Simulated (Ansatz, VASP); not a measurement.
One calculation of La2O3, two programs

```
CELL_PARAMETERS angstrom
6.13885 0.00000 0.00000
-3.06943 5.31640 0.00000
0.00000 0.00000 3.23240
ATOMIC_POSITIONS crystal
La 0.66667 0.33333 0.50000
La 0.33333 0.66667 0.50000
O 0.50801 0.00000 0.00000
O 0.00000 0.50801 0.00000
O 0.49199 0.49199 0.00000
```

Change from the starting cell: volume scaled by 0.94.

Alike in both runs: task single point; functional LDA; k mesh 5 × 5 × 8; occupations fermi-dirac, width 0.05 eV; no spin polarisation.

```csv
,VASP,Ansatz
version,VASP 6.6.1,Ansatz 0.2.0
potentials or method,"VASP PAW LDA potentials, release 64 (La, O), cutoff 520 eV","all-electron LAPW, scalar-relativistic"
```

VASP gave:

```
gap on the k mesh at the Fermi level (eV)                     : 1.02
least direct gap on the mesh (eV)                             : 1.74
pressure (GPa)                                                : 3.4
traceless stress, the component that is largest in VASP (GPa) : -0.82
rms of the force components (eV/Å)                            : 0.018
```

Task: Estimate Ansatz's values.

Result: gap on the k mesh at the Fermi level (eV): 1.03; least direct gap on the mesh (eV): 1.75; pressure (GPa): 3.4; traceless stress, the component that is largest in VASP (GPa): -0.84; rms of the force components (eV/Å): 0.018.

LDA's correlation is that of Perdew and Zunger in VASP and of Perdew and Wang (1992) in Ansatz. Atom by atom the forces differ by 0.000 eV/Å (rms over components). Ansatz ran all-electron here, and VASP with PAW potentials.

Neither program's run includes spin-orbit coupling.
